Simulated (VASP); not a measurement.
# Ge2N (R3m) in VASP: further runs, part 2 of 2

VASP 6.6.1.

### Step 3. Single point, PBE

This run uses another cell than the first one, of 16.35 Å³/atom.

The input, INCAR:

```
SYSTEM = Ge2N
PREC = Accurate
ENCUT = 520
EDIFF = 1E-6
ISMEAR = 0
SIGMA = 0.1
LREAL = .FALSE.
LASPH = .TRUE.
NELM = 100
ALGO = Normal
ISIF = 2
LWAVE = .FALSE.
LCHARG = .TRUE.
GGA = PE
LELF = .TRUE.
LVHAR = .TRUE.
NBANDS = 24
```

The input, KPOINTS:

```
Automatic mesh
0
G
  6 6 6
  0 0 0
```

The input, POSCAR:

```
Ge2N
1.0
    1.4985134069      0.8651671189      6.3073574814
   -1.4985134069      0.8651671189      6.3073574814
    0.0000000000     -1.7303342377      6.3073574814
Ge N
2 1
Direct
    0.7465356626      0.7465356626      0.7465356626
    0.5486819876      0.5486819876      0.5486819876
    0.0380823498      0.0380823498      0.0380823498
```

Potentials or basis: VASP PAW PBE potentials, release 64 (Ge_d, N).

The run is started by

```console
cat potpaw_PBE.64/Ge_d/POTCAR potpaw_PBE.64/N/POTCAR > POTCAR
mpirun -np 1 vasp_std > vasp.out
```

OUTCAR:

```text
SYSTEM = Ge2N
   PREC = Accurate
   ENCUT = 520
   EDIFF = 1E-6
   ISMEAR = 0
   LREAL = .FALSE.
   LASPH = .TRUE.
   NELM = 100
   ISIF = 2
   GGA = PE

 ion  position               nearest neighbor table
   1  0.747  0.747  0.747-   3 1.90   3 1.90   3 1.90
   2  0.549  0.549  0.549-
   3  0.038  0.038  0.038-   1 1.90   1 1.90   1 1.90

  LATTYP: Found a trigonal (rhomboedric) cell.
 ALAT       =     6.5403986860
 COS(alpha) =     0.8950112376

  Lattice vectors:

 A1 = (   1.4985134069,   0.8651671189,   6.3073574814)
 A2 = (  -1.4985134069,   0.8651671189,   6.3073574814)
 A3 = (   0.0000000000,  -1.7303342377,   6.3073574814)

Analysis of symmetry for initial positions (statically):
=====================================================================
 Subroutine PRICEL returns:
 Original cell was already a primitive cell.

 Routine SETGRP: Setting up the symmetry group for a
 trigonal (rhombohedral) supercell.

 Subroutine GETGRP returns: Found  6 space group operations
 (whereof  6 operations were pure point group operations)
 out of a pool of 12 trial point group operations.

The static configuration has the point symmetry C_3v.

Analysis of symmetry for dynamics (positions and initial velocities):
=====================================================================
 Subroutine PRICEL returns:
 Original cell was already a primitive cell.

 Routine SETGRP: Setting up the symmetry group for a
 trigonal (rhombohedral) supercell.

 Subroutine GETGRP returns: Found  6 space group operations
 (whereof  6 operations were pure point group operations)
 out of a pool of 12 trial point group operations.

The dynamic configuration has the point symmetry C_3v.

 Subroutine INISYM returns: Found  6 space group operations
 (whereof  6 operations are pure point group operations),
 and found     1 'primitive' translations

[... 113 lines left out ...]
   IALGO  =     38    algorithm
   IMIX   =      4    mixing-type and parameters
     AMIX     =   0.40;   BMIX     =  1.00
     AMIX_MAG =   1.60;   BMIX_MAG =  1.00
  volume/ion in A,a.u.               =      16.35       110.37
  Fermi-wavevector in a.u.,A,eV,Ry     =   1.434365  2.710557 27.992669  2.057403
  Thomas-Fermi vector in A             =   2.553782
   LORBIT       =      0    0 simple, 1 ext, 2 COOP (PROOUT), +10 PAW based schemes
   GGA     = PE    functional components
   LHFCALC =     F    Hartree Fock is set to
   AEXX    =    0.0000 exact exchange contribution
   IVDW    =     0    specifies the selected vdW correction
   LEPSILON=     F    determine dielectric tensor
   LRPA    =     F    only Hartree local field effects (RPA)
 non-spin polarized calculation
 Gauss-broadening in eV      SIGMA  =   0.10
  energy-cutoff  :      520.00
  volume of cell :       49.06
 maximum number of plane-waves:      1349
 NGX is ok and might be reduce to    50
   NGX = 25   NGY = 25   NGZ = 25

 number of electron      32.9999999 magnetization

 Free energy of the ion-electron system (eV)
  ---------------------------------------------------
  ext. energy  EPLUGINS =         0.00000000
  ---------------------------------------------------
  free energy    TOTEN  =       -16.15529916 eV

  energy without entropy =      -16.14683526  energy(sigma->0) =      -16.15106721

 E-fermi :   5.2026     XC(G=0): -10.7214

 val. band max:        5.1752933040   @ k =   0.5000   0.3333   0.0000
 cond. band min:       5.2093571593   @ k =  -0.1667   0.3333   0.1667
 fundamental gap:      0.0340638554
 Fermi energy:         5.2025573525

 k-point     1 :       0.0000    0.0000    0.0000
  band No.  band energies     occupation
      1     -19.3913      2.00000
      2     -19.3913      2.00000
      3     -19.3861      2.00000
      4     -19.3702      2.00000
      5     -19.3702      2.00000
      6     -19.3702      2.00000
[... 637 lines left out ...]
     23      16.1468      0.00000
     24      16.8293      0.00000

 [... further k-points ...]

------------------------ aborting loop because EDIFF is reached ----------------------------------------

  FORCE on cell =-STRESS in cart. coord.  units (eV):
  Direction    XX          YY          ZZ          XY          YZ          ZX
  --------------------------------------------------------------------------------------
  -------------------------------------------------------------------------------------
  Total       -0.0185974     -0.0185974     -0.0413765      0.0000000     -0.0000000      0.0000000
  in kB       -0.6073010     -0.6073010     -1.3511544      0.0000000     -0.0000000      0.0000000
  external PRESSURE =      -0.8552522 kB  Pullay stress =       0.0000000 kB

 VOLUME and BASIS-vectors are now :
 -----------------------------------------------------------------------------
  energy-cutoff  :      520.00
  volume of cell :       49.06
      direct lattice vectors                 reciprocal lattice vectors
     1.498513407  0.865167119  6.307357481     0.333664015  0.192641009  0.052848334
    -1.498513407  0.865167119  6.307357481    -0.333664015  0.192641009  0.052848334
     0.000000000 -1.730334238  6.307357481     0.000000000 -0.385282018  0.052848334

 POSITION                                       TOTAL-FORCE (eV/Angst)
 -----------------------------------------------------------------------------------
      0.00000      0.00000     14.12600         0.000000     -0.000000     -0.022334
      0.00000      0.00000     10.38220         0.000000      0.000000      0.002329
      0.00000      0.00000      0.72060         0.000000      0.000000      0.020005
 -----------------------------------------------------------------------------------
    total drift:                               -0.000000      0.000000     -0.001637

  FREE ENERGIE OF THE ION-ELECTRON SYSTEM (eV)
  ---------------------------------------------------
  free  energy   TOTEN  =       -16.1552991571 eV

  energy  without entropy=      -16.1468352574  energy(sigma->0) =      -16.15106721
```

OSZICAR:

```text
N       E                     dE             d eps       ncg     rms          rms(c)
DAV:   1     0.246743277968E+03    0.24674E+03   -0.15782E+04  1880   0.362E+03
DAV:   2     0.203574996491E+02   -0.22639E+03   -0.21375E+03  1560   0.685E+02
DAV:   3    -0.168116409968E+02   -0.37169E+02   -0.36722E+02  1848   0.159E+02
DAV:   4    -0.182567724938E+02   -0.14451E+01   -0.14433E+01  1720   0.372E+01
DAV:   5    -0.182837664382E+02   -0.26994E-01   -0.26994E-01  1848   0.556E+00    0.884E+00
DAV:   6    -0.162682573862E+02    0.20155E+01   -0.55480E+00  2288   0.263E+01    0.392E+00
DAV:   7    -0.161644267732E+02    0.10383E+00   -0.11954E+00  1848   0.717E+00    0.218E+00
DAV:   8    -0.161578505379E+02    0.65762E-02   -0.13383E-01  1928   0.245E+00    0.582E-01
DAV:   9    -0.161551530323E+02    0.26975E-02   -0.63121E-03  2408   0.887E-01    0.172E-01
DAV:  10    -0.161553114023E+02   -0.15837E-03   -0.14595E-03  1984   0.668E-01    0.938E-02
DAV:  11    -0.161552943046E+02    0.17098E-04   -0.30627E-04  2264   0.151E-01    0.185E-02
DAV:  12    -0.161552994177E+02   -0.51131E-05   -0.32508E-05  2040   0.127E-01    0.140E-02
DAV:  13    -0.161552991571E+02    0.26062E-06   -0.31218E-06  1656   0.506E-02
   1 F= -.16155299E+02 E0= -.16151067E+02  d E =-.846390E-02
```

stdout:

```text
POSCAR found type information on POSCAR GeN
 POSCAR found :  2 types and       3 ions
 scaLAPACK will be used
 LDA part: xc-table for (Slater+PW92), standard interpolation
 POSCAR, INCAR and KPOINTS ok, starting setup
 FFT: planning ... GRIDC
 FFT: planning ... GRID_SOFT
 FFT: planning ... GRID
 WAVECAR not read
 entering main loop
```

Run time: 4.5 min. Hardware: 1 thread of Intel Xeon 8259CL, shared host; peak memory 0.34 GiB.

Results:

| Quantity | Value |
| --- | --- |
| Free energy | -16.1553 eV |
| Pressure | -0.1 GPa |
| Largest force | 0.022 eV/Å |
| Band gap on the k mesh | zero (an odd number of electrons rules out a gap without spin polarisation) |

Forces in eV/Å, atoms in the order of the input:
```
Ge   0.000  0.000 -0.022
Ge   0.000  0.000  0.002
N    0.000  0.000  0.020
```

Caveat: the k points lie up to 0.41 Å⁻¹ apart, too coarse for converged energies and pressures of a metal.

### Step 4. Single point, PBE

This run uses another cell than the first one, of 16.28 Å³/atom.

The input, INCAR:

```
SYSTEM = Ge2N
PREC = Accurate
ENCUT = 520
EDIFF = 1E-6
ISMEAR = 0
SIGMA = 0.1
LREAL = .False.
LASPH = .True.
NELM = 80
ALGO = Normal
ISIF = 2
LWAVE = .False.
LCHARG = .False.
GGA = PE
NBANDS = 24
```

The input, KPOINTS:

```
regular mesh
0
Gamma
  18 18 18
  0 0 0
```

The input, POSCAR:

```
Ge2N
1.0
    1.5009265564      0.8665603514      6.2577841860
   -1.5009265564      0.8665603514      6.2577841860
    0.0000000000     -1.7331207027      6.2577841860
Ge N
2 1
Direct
    0.2534322432      0.2534322432      0.2534322432
    0.4510413883      0.4510413883      0.4510413883
    0.9622263685      0.9622263685      0.9622263685
```

Potentials or basis: VASP PAW PBE potentials, release 64 (Ge_d, N).

The run is started by

```console
cat potpaw_PBE.64/Ge_d/POTCAR potpaw_PBE.64/N/POTCAR > POTCAR
mpirun -np 1 vasp_std > vasp.out
```

OUTCAR:

```text
SYSTEM = Ge2N
   PREC = Accurate
   ENCUT = 520
   EDIFF = 1E-6
   ISMEAR = 0
   LREAL = .False.
   LASPH = .True.
   NELM = 80
   ISIF = 2
   GGA = PE

 ion  position               nearest neighbor table
   1  0.253  0.253  0.253-   3 1.91   3 1.91   3 1.91
   2  0.451  0.451  0.451-
   3  0.962  0.962  0.962-   1 1.91   1 1.91   1 1.91

  LATTYP: Found a trigonal (rhomboedric) cell.
 ALAT       =     6.4933481571
 COS(alpha) =     0.8931409028

  Lattice vectors:

 A1 = (   1.5009265564,   0.8665603514,   6.2577841860)
 A2 = (  -1.5009265564,   0.8665603514,   6.2577841860)
 A3 = (   0.0000000000,  -1.7331207027,   6.2577841860)

Analysis of symmetry for initial positions (statically):
=====================================================================
 Subroutine PRICEL returns:
 Original cell was already a primitive cell.

 Routine SETGRP: Setting up the symmetry group for a
 trigonal (rhombohedral) supercell.

 Subroutine GETGRP returns: Found  6 space group operations
 (whereof  6 operations were pure point group operations)
 out of a pool of 12 trial point group operations.
[... 161 lines left out ...]
  free energy    TOTEN  =       -16.12426838 eV

  energy without entropy =      -16.11919377  energy(sigma->0) =      -16.12173108

 E-fermi :   5.2772     XC(G=0): -10.7533

 val. band max:        5.2764836320   @ k =  -0.2222  -0.3333   0.1667
 cond. band min:       5.2789699901   @ k =   0.4444   0.3333   0.0000
 fundamental gap:      0.0024863581
 Fermi energy:         5.2772493981

 k-point     1 :       0.0000    0.0000    0.0000
  band No.  band energies     occupation
      1     -19.3436      2.00000
      2     -19.3436      2.00000
      3     -19.3281      2.00000
      4     -19.3197      2.00000
      5     -19.3079      2.00000
      6     -19.3079      2.00000
[... 637 lines left out ...]
     23      15.4372      0.00000
     24      16.4403      0.00000

 [... further k-points ...]

------------------------ aborting loop because EDIFF is reached ----------------------------------------

  FORCE on cell =-STRESS in cart. coord.  units (eV):
  Direction    XX          YY          ZZ          XY          YZ          ZX
  --------------------------------------------------------------------------------------
  -------------------------------------------------------------------------------------
  Total       -0.0398448     -0.0398448     -0.0474930      0.0000000     -0.0000000      0.0000000
  in kB       -1.3072293     -1.3072293     -1.5581543      0.0000000     -0.0000000      0.0000000
  external PRESSURE =      -1.3908710 kB  Pullay stress =       0.0000000 kB

 VOLUME and BASIS-vectors are now :
 -----------------------------------------------------------------------------
  energy-cutoff  :      520.00
  volume of cell :       48.83
      direct lattice vectors                 reciprocal lattice vectors
     1.500926556  0.866560351  6.257784186     0.333127559  0.192331286  0.053266991
    -1.500926556  0.866560351  6.257784186    -0.333127559  0.192331286  0.053266991
     0.000000000 -1.733120703  6.257784186     0.000000000 -0.384662572  0.053266991

 POSITION                                       TOTAL-FORCE (eV/Angst)
 -----------------------------------------------------------------------------------
      0.00000      0.00000      4.75777         0.000000      0.000000      0.021688
      0.00000      0.00000      8.46756         0.000000     -0.000000     -0.003598
      0.00000      0.00000     18.06421         0.000000     -0.000000     -0.018090
 -----------------------------------------------------------------------------------
    total drift:                               -0.000000      0.000000      0.001103

  FREE ENERGIE OF THE ION-ELECTRON SYSTEM (eV)
  ---------------------------------------------------
  free  energy   TOTEN  =       -16.1242683792 eV

  energy  without entropy=      -16.1191937720  energy(sigma->0) =      -16.12173108
```

OSZICAR:

```text
N       E                     dE             d eps       ncg     rms          rms(c)
DAV:   1     0.248128737628E+03    0.24813E+03   -0.15822E+04 33656   0.364E+03
DAV:   2     0.207707261724E+02   -0.22736E+03   -0.21506E+03 28456   0.699E+02
DAV:   3    -0.167748594906E+02   -0.37546E+02   -0.37090E+02 34104   0.159E+02
DAV:   4    -0.182226122869E+02   -0.14478E+01   -0.14465E+01 30552   0.371E+01
DAV:   5    -0.182491283433E+02   -0.26516E-01   -0.26515E-01 34088   0.550E+00    0.880E+00
DAV:   6    -0.162578028319E+02    0.19913E+01   -0.55972E+00 42880   0.262E+01    0.406E+00
DAV:   7    -0.161331926327E+02    0.12461E+00   -0.12539E+00 34752   0.763E+00    0.216E+00
DAV:   8    -0.161264083189E+02    0.67843E-02   -0.10883E-01 34648   0.396E+00    0.849E-01
DAV:   9    -0.161242322171E+02    0.21761E-02   -0.81160E-03 43040   0.101E+00    0.163E-01
DAV:  10    -0.161242328297E+02   -0.61257E-06   -0.14983E-03 42984   0.123E+00    0.940E-02
DAV:  11    -0.161242678016E+02   -0.34972E-04   -0.36698E-04 39872   0.380E-01    0.175E-02
DAV:  12    -0.161242684703E+02   -0.66866E-06   -0.40761E-05 42848   0.307E-01    0.978E-03
DAV:  13    -0.161242683792E+02    0.91018E-07   -0.46042E-06 34016   0.929E-02
   1 F= -.16124268E+02 E0= -.16121731E+02  d E =-.507461E-02
```

Wall time 57 min (1 thread of Intel Xeon 8259CL, shared host); peak memory 0.77 GiB.

Results:

| Property | Result |
| --- | --- |
| Free energy | -16.1243 eV |
| Pressure | -0.1 GPa |
| Largest force | 0.022 eV/Å |
| Band gap on the k mesh | zero (an odd number of electrons rules out a gap without spin polarisation) |

Forces in eV/Å, atoms in the order of the input:
```
Ge   0.000  0.000  0.022
Ge   0.000  0.000 -0.004
N    0.000  0.000 -0.018
```

### Step 5. The runs side by side

| cell | k mesh | gap on the mesh (eV) | pressure (GPa) | largest force (eV/Å) |
| --- | --- | --- | --- | --- |
| a = 5.802 Å, angles 28.7°, 3 atoms, atomic positions A | 6 × 6 × 6 | none | 14.7 | 1.03 |
| a = 6.540 Å, angles 26.5°, 3 atoms, atomic positions B | 6 × 6 × 6 | none | -0.1 | 0.02 |
| a = 6.493 Å, angles 26.7°, 3 atoms, atomic positions B | 18 × 18 × 18 | none | -0.1 | 0.02 |

Alike in all rows: task single point; level PBE; potentials or basis VASP PAW PBE potentials, release 64 (Ge_d, N); no spin polarisation; cutoff (eV) 520; smearing gaussian 0.1 eV.

Caveats: some runs use coarse meshes; forces of over 1 eV/Å act on the atoms, so gaps and moduli don't describe the material at rest (at least some runs).

Total energies depend on the potentials used, so only differences within one code and one set of settings carry meaning.
